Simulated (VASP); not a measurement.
# BaTiO3 in VASP: a series of runs

BaTiO3 is run at these levels: PBEsol; tasks: single point.

Program: VASP 6.6.1. These are calculated values, not measurements. Logs are shortened: lines on timing, memory, paths and dates and some standing lists are left out, and cuts for length are marked.

## 1. The cell of the first run

The cell holds a slab with vacuum, 15 atoms: a = 3.956 Å, b = 3.956 Å, c = 25.185 Å, α = 90.00°, β = 90.00°, γ = 90.00°.

## 2. Single point, PBEsol

INCAR

```
SYSTEM = BaTiO3
ALGO = Normal ; DIPOL = 0.5 0.5 0.508
EDIFF = 1E-6 ; ENCUT = 520
GGA = PS ; GGA_COMPAT = .FALSE.
IDIPOL = 3 ; ISIF = 2
ISMEAR = 0 ; LASPH = .TRUE.
LCHARG = .FALSE. ; LDIPOL = .TRUE.
LREAL = .FALSE. ; LWAVE = .FALSE.
NBANDS = 73 ; NELM = 120
NELMDL = -8 ; PREC = Accurate
SIGMA = 0.05
```

KPOINTS

```
k-points
0
G
  7 7 1
  0 0 0
```

POSCAR

```
BaTiO3
1.0
    3.9557417074      0.0000000000      0.0000000000
    0.0000000000      3.9557417074      0.0000000000
    0.0000000000      0.0000000000     25.1851017056
Ba O Ti
3 9 3
Direct
    0.0000000000      0.0000000000      0.3067824120
    0.0000000000      0.0000000000      0.4626119895
    0.0000000000      0.0000000000      0.6231243597
    0.5000000000      0.5000000000      0.3041781955
    0.5000000000      0.0000000000      0.3803845539
    0.0000000000      0.5000000000      0.3803845539
    0.5000000000      0.5000000000      0.4611480351
    0.5000000000      0.0000000000      0.5395012605
    0.0000000000      0.5000000000      0.5395012605
    0.5000000000      0.5000000000      0.6192960902
    0.5000000000      0.0000000000      0.6974274101
    0.0000000000      0.5000000000      0.6974274101
    0.5000000000      0.5000000000      0.3793984371
    0.5000000000      0.5000000000      0.5385881126
    0.5000000000      0.5000000000      0.6930598888
```

Potentials or basis: VASP PAW PBE potentials, release 64 (Ba_sv, O, Ti_sv).

Command:

```sh
$ cat potpaw_PBE.64/Ba_sv/POTCAR potpaw_PBE.64/O/POTCAR potpaw_PBE.64/Ti_sv/POTCAR > POTCAR
$ mpirun -np 1 vasp_std > vasp.out
```

OUTCAR:

```text
SYSTEM = BaTiO3
   EDIFF = 1E-6
   ENCUT = 520
   GGA = PS
   ISIF = 2
   ISMEAR = 0
   LASPH = .TRUE.
   LREAL = .FALSE.
   NELM = 120
   NELMDL = -8
   PREC = Accurate

 ion  position               nearest neighbor table
   1  0.000  0.000  0.307-   5 2.71   6 2.71   6 2.71   5 2.71   4 2.80   4 2.80   4 2.80   4 2.80
                            13 3.34  13 3.34  13 3.34  13 3.34   2 3.92
   2  0.000  0.000  0.463-   8 2.77   9 2.77   9 2.77   8 2.77   7 2.80   7 2.80   7 2.80   7 2.80
                             5 2.86   6 2.86   6 2.86   5 2.86  14 3.39  14 3.39  14 3.39  14 3.39
   3  0.000  0.000  0.623-  11 2.72  12 2.72  12 2.72  11 2.72  10 2.80  10 2.80  10 2.80  10 2.80
                             8 2.89   9 2.89   9 2.89   8 2.89  15 3.31  15 3.31  15 3.31  15 3.31
   4  0.500  0.500  0.304-  13 1.89   1 2.80   1 2.80   1 2.80   1 2.80
   5  0.500  0.000  0.380-  13 1.98  13 1.98   1 2.71   1 2.71   2 2.86   2 2.86
   6  0.000  0.500  0.380-  13 1.98  13 1.98   1 2.71   1 2.71   2 2.86   2 2.86
   7  0.500  0.500  0.461-  14 1.95  13 2.06   2 2.80   2 2.80   2 2.80   2 2.80
   8  0.500  0.000  0.540-  14 1.98  14 1.98   2 2.77   2 2.77   3 2.89   3 2.89
   9  0.000  0.500  0.540-  14 1.98  14 1.98   2 2.77   2 2.77   3 2.89   3 2.89
  10  0.500  0.500  0.619-  15 1.86  14 2.03   3 2.80   3 2.80   3 2.80   3 2.80
  11  0.500  0.000  0.697-  15 1.98  15 1.98   3 2.72   3 2.72
  12  0.000  0.500  0.697-  15 1.98  15 1.98   3 2.72   3 2.72
  13  0.500  0.500  0.379-   4 1.89   5 1.98   6 1.98   5 1.98   6 1.98   7 2.06   1 3.34   1 3.34
                             1 3.34   1 3.34   2 3.50   2 3.50   2 3.50   2 3.50
  14  0.500  0.500  0.539-   7 1.95   8 1.98   9 1.98   8 1.98   9 1.98  10 2.03   2 3.39   2 3.39
                             2 3.39   2 3.39   3 3.52   3 3.52   3 3.52   3 3.52
  15  0.500  0.500  0.693-  10 1.86  11 1.98  12 1.98  11 1.98  12 1.98   3 3.31   3 3.31   3 3.31
                             3 3.31

  LATTYP: Found a simple tetragonal cell.
 ALAT       =     3.9557417074
 C/A-ratio  =     6.3667204708

  Lattice vectors:

 A1 = (   3.9557417074,   0.0000000000,   0.0000000000)
 A2 = (   0.0000000000,   3.9557417074,   0.0000000000)
 A3 = (   0.0000000000,   0.0000000000,  25.1851017056)

Analysis of symmetry for initial positions (statically):
=====================================================================
 Subroutine PRICEL returns:
 Original cell was already a primitive cell.

 Routine SETGRP: Setting up the symmetry group for a
 simple tetragonal supercell.

 Subroutine GETGRP returns: Found  8 space group operations
 (whereof  8 operations were pure point group operations)
 out of a pool of 16 trial point group operations.

The static configuration has the point symmetry C_4v.

Analysis of symmetry for dynamics (positions and initial velocities):
=====================================================================
 Subroutine PRICEL returns:
 Original cell was already a primitive cell.
[... 152 lines left out ...]
  energy-cutoff  :      520.00
  volume of cell :      394.09
 maximum number of plane-waves:     10701
 NGX is ok and might be reduce to    30
   NGX = 15   NGY = 15   NGZ = 93

 dipolmoment           0.000000      0.000000     -0.016967 electrons x Angstroem

 number of electron     119.9999961 magnetization

 dipolmoment           0.000000      0.000000      0.324802 electrons x Angstroem

 Free energy of the ion-electron system (eV)
  ---------------------------------------------------
  ext. energy  EPLUGINS =         0.00000000
  ---------------------------------------------------
  free energy    TOTEN  =      -123.88221502 eV

  energy without entropy =     -123.88221502  energy(sigma->0) =     -123.88221502

 E-fermi :   0.6026     XC(G=0):  -6.0723

 val. band max:        0.3727339801   @ k =   0.4286   0.4286   0.0000
 cond. band min:       0.8284473233   @ k =   0.0000   0.0000   0.0000
 fundamental gap:      0.4557133432
 Fermi energy:         0.6025791038

 k-point     1 :       0.0000    0.0000    0.0000
  band No.  band energies     occupation
      1     -57.0997      2.00000
      2     -56.9231      2.00000
      3     -56.4237      2.00000
      4     -33.4822      2.00000
      5     -33.4822      2.00000
      6     -33.4436      2.00000
[... 739 lines left out ...]
     71       4.1998      0.00000
     72       4.3143      0.00000
 [bands above 72 left out]

------------------------ aborting loop because EDIFF is reached ----------------------------------------

 vacuum level on the upper side and lower side of the slab       (xc-potential included)         1.834        -1.844

  FORCE on cell =-STRESS in cart. coord.  units (eV):
  Direction    XX          YY          ZZ          XY          YZ          ZX
  --------------------------------------------------------------------------------------
  -------------------------------------------------------------------------------------
  Total       -0.4895515     -0.4895515      2.1356975      0.0000000     -0.0000000      0.0000000
  in kB       -1.9902580     -1.9902580      8.6826193      0.0000000     -0.0000000      0.0000000
  external PRESSURE =       1.5673678 kB  Pullay stress =       0.0000000 kB

 VOLUME and BASIS-vectors are now :
 -----------------------------------------------------------------------------
  energy-cutoff  :      520.00
  volume of cell :      394.09
      direct lattice vectors                 reciprocal lattice vectors
     3.955741707  0.000000000  0.000000000     0.252797092  0.000000000  0.000000000
     0.000000000  3.955741707  0.000000000     0.000000000  0.252797092  0.000000000
     0.000000000  0.000000000 25.185101706     0.000000000  0.000000000  0.039706014

 POSITION                                       TOTAL-FORCE (eV/Angst)
 -----------------------------------------------------------------------------------
      0.00000      0.00000      7.72635        -0.000000      0.000000     -0.243019
      0.00000      0.00000     11.65093        -0.000000      0.000000     -0.043465
      0.00000      0.00000     15.69345         0.000000      0.000000     -0.083959
      1.97787      1.97787      7.66076         0.000000     -0.000000     -0.077408
      1.97787      0.00000      9.58002        -0.000000      0.000000      0.045555
      0.00000      1.97787      9.58002         0.000000      0.000000      0.045555
      1.97787      1.97787     11.61406         0.000000      0.000000     -0.027021
      1.97787      0.00000     13.58739         0.000000      0.000000      0.033246
      0.00000      1.97787     13.58739         0.000000      0.000000      0.033246
      1.97787      1.97787     15.59704         0.000000     -0.000000     -0.055911
      1.97787      0.00000     17.56478         0.000000      0.000000      0.093251
      0.00000      1.97787     17.56478         0.000000      0.000000      0.093251
      1.97787      1.97787      9.55519         0.000000     -0.000000      0.058298
      1.97787      1.97787     13.56440         0.000000      0.000000      0.011267
      1.97787      1.97787     17.45478         0.000000      0.000000      0.117113
 -----------------------------------------------------------------------------------
    total drift:                                0.000000      0.000000      0.000327

  FREE ENERGIE OF THE ION-ELECTRON SYSTEM (eV)
  ---------------------------------------------------
  free  energy   TOTEN  =      -123.8822150207 eV

  energy  without entropy=     -123.8822150207  energy(sigma->0) =     -123.88221502

 vacuum level on the upper side and lower side of the slab         5.986         2.230
```

OSZICAR:

```text
N       E                     dE             d eps       ncg     rms          rms(c)
DAV:   1     0.152759255415E+04    0.15276E+04   -0.59937E+04  1532   0.157E+03
DAV:   2     0.654169711686E+02   -0.14622E+04   -0.14214E+04  1846   0.449E+02
DAV:   3    -0.139715308809E+03   -0.20513E+03   -0.20390E+03  2013   0.176E+02
[... 24 lines left out ...]
DAV:  28    -0.123882198193E+03   -0.36568E-04   -0.32606E-06  1383   0.617E-03    0.169E-03
DAV:  29    -0.123882207351E+03   -0.91582E-05   -0.60434E-07  1215   0.328E-03    0.954E-04
DAV:  30    -0.123882211393E+03   -0.40423E-05   -0.29502E-07  1120   0.216E-03    0.545E-04
DAV:  31    -0.123882214028E+03   -0.26346E-05   -0.18531E-07  1118   0.152E-03    0.605E-04
DAV:  32    -0.123882215021E+03   -0.99283E-06   -0.68874E-08  1056   0.966E-04
   1 F= -.12388222E+03 E0= -.12388222E+03  d E =-.232114E-11
```

stdout:

```text
POSCAR found type information on POSCAR BaO Ti
 POSCAR found :  3 types and      15 ions
 scaLAPACK will be used
 -----------------------------------------------------------------------------
|                                                                             |
|                                                                             |
|     You enforced a specific xc type in the INCAR file but a different       |
|     I HOPE YOU KNOW WHAT YOU ARE DOING!                                     |
|                                                                             |
 -----------------------------------------------------------------------------

 LDA part: xc-table for (Slater+PW92), standard interpolation
 POSCAR, INCAR and KPOINTS ok, starting setup
 FFT: planning ... GRIDC
 FFT: planning ... GRID_SOFT
 FFT: planning ... GRID
 WAVECAR not read
 entering main loop
```

It took 16 min on 1 thread of Oxide Virtual Turin-like, shared host; peak memory 0.53 GiB.

What came out:

```yaml
Free_energy: -123.8822 eV
Largest_force: 0.243 eV/Å
Band_gap_on_the_k_mesh: 0.46 eV (least direct gap 1.04 eV)
```

Forces in eV/Å, atoms in the order of the input:
```
Ba   0.000  0.000 -0.243
Ba   0.000  0.000 -0.043
Ba   0.000  0.000 -0.084
O    0.000  0.000 -0.077
O    0.000  0.000  0.046
O    0.000  0.000  0.046
O    0.000  0.000 -0.027
O    0.000  0.000  0.033
O    0.000  0.000  0.033
O    0.000  0.000 -0.056
O    0.000  0.000  0.093
O    0.000  0.000  0.093
Ti   0.000  0.000  0.058
Ti   0.000  0.000  0.011
Ti   0.000  0.000  0.117
```

Caveat: the PAW data sets were made with another functional, which shifts forces and pressure a little; spin-orbit coupling is left out, which moves the levels of the heavy elements.

## 3. Single point, PBEsol

INCAR

```
SYSTEM = BaTiO3
PREC = Accurate ; ENCUT = 520
EDIFF = 1E-6 ; ISMEAR = 0
SIGMA = 0.05 ; LREAL = .FALSE.
LASPH = .TRUE. ; NELM = 120
ALGO = Normal ; ISIF = 2
LWAVE = .FALSE. ; LCHARG = .FALSE.
LDIPOL = .TRUE. ; IDIPOL = 3
DIPOL = 0.5 0.5 0.508 ; GGA = PS
NBANDS = 73 ; GGA_COMPAT = .FALSE.
NELMDL = -8
```

KPOINTS

```
Automatic mesh
0
G
  7 7 1
  0 0 0
```

POSCAR

```
BaTiO3
1.0
    3.9557417074      0.0000000000      0.0000000000
    0.0000000000      3.9557417074      0.0000000000
    0.0000000000      0.0000000000     25.1851017056
Ba O Ti
3 9 3
Direct
    0.0000000000      0.0000000000      0.2977951047
    0.0000000000      0.0000000000      0.4583392995
    0.0000000000      0.0000000000      0.6188834943
    0.5000000000      0.5000000000      0.3025568663
    0.5000000000      0.0000000000      0.3811165057
    0.0000000000      0.5000000000      0.3811165057
    0.5000000000      0.5000000000      0.4631010611
    0.5000000000      0.0000000000      0.5416607005
    0.0000000000      0.5000000000      0.5416607005
    0.5000000000      0.5000000000      0.6236452559
    0.5000000000      0.0000000000      0.7022048953
    0.0000000000      0.5000000000      0.7022048953
    0.5000000000      0.5000000000      0.3756320335
    0.5000000000      0.5000000000      0.5361762283
    0.5000000000      0.5000000000      0.6967204231
```

Potentials or basis: VASP PAW PBE potentials, release 64 (Ba_sv, O, Ti_sv).

Command:

```sh
$ cat potpaw_PBE.64/Ba_sv/POTCAR potpaw_PBE.64/O/POTCAR potpaw_PBE.64/Ti_sv/POTCAR > POTCAR
$ mpirun -np 1 vasp_std > vasp.out
```

Run time: 22 min. Hardware: 1 thread of Oxide Virtual Turin-like, shared host; peak memory 0.52 GiB.

The run converged. Its results:

```yaml
Free_energy: -123.4143 eV
Largest_force: 1.514 eV/Å
Band_gap_on_the_k_mesh: zero (bands 60 and 61 overlap by 0.65 eV)
```

Forces on the atoms (eV/Å):
```
Ba   0.000  0.000  0.863
Ba   0.000  0.000  0.851
Ba   0.000  0.000  1.205
O    0.000  0.000 -0.755
O    0.000  0.000 -0.792
O    0.000  0.000 -0.792
O    0.000  0.000 -1.169
O    0.000  0.000 -0.567
O    0.000  0.000 -0.567
O    0.000  0.000 -0.696
O    0.000  0.000 -0.068
O    0.000  0.000 -0.068
Ti   0.000  0.000  1.221
Ti   0.000  0.000  1.514
Ti   0.000  0.000 -0.180
```

Levels at points of the mesh, in eV from the Fermi level:
```tsv
k point	band 58	band 59	band 60	band 61	band 62	band 63
(0.00, 0.00, 0.00)	-1.07	-0.37	-0.37	-0.36	-0.18	0.52
```

Caveat: the PAW data sets were made with another functional, which shifts forces and pressure a little; spin-orbit coupling is left out, which moves the levels of the heavy elements.

The gap in the log of VASP goes by the Fermi energy; the results here count the filled bands.